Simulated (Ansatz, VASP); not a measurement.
**Two plane-wave programs on Ag2Pd**

```
Ag Pd
1.0
     0.00000    3.12066    3.12066
     3.12066    0.00000    3.12066
     3.12066    3.12066    0.00000
Ag Pd
2 1
Direct
  0.25000 0.25000 0.25000
  0.75000 0.75000 0.75000
  0.00000 0.00000 0.00000
```

Alike in both runs: functional PBE; k mesh 6 × 6 × 6; occupations gaussian, width 0.1 eV; no spin polarisation.

Ansatz relaxed the structure, and its values are those at the end. VASP's run is a single point on that final structure, the one shown.

```csv
,VASP,Ansatz
version,VASP 6.6.1,Ansatz 0.2.0
potentials or method,"VASP PAW PBE potentials, release 64 (Ag, Pd), cutoff 520 eV","scalar-relativistic, plane waves, PAW"
valence electrons in the cell,32,56
```

VASP gave:

* gap on the k mesh at the Fermi level (eV): none
* pressure (GPa): 0.2

Problem. What did Ansatz give for the same quantities?

Solution. gap on the k mesh at the Fermi level (eV): none; pressure (GPa): 0.3.

A gap of «none» marks a metal or a gap that the smearing closes. The functional is the same, so the differences come from potentials, cutoffs and numerics. VASP's potentials hold 32 valence electrons a cell and Ansatz's 56, so a difference there can come from the potentials and not from the codes.
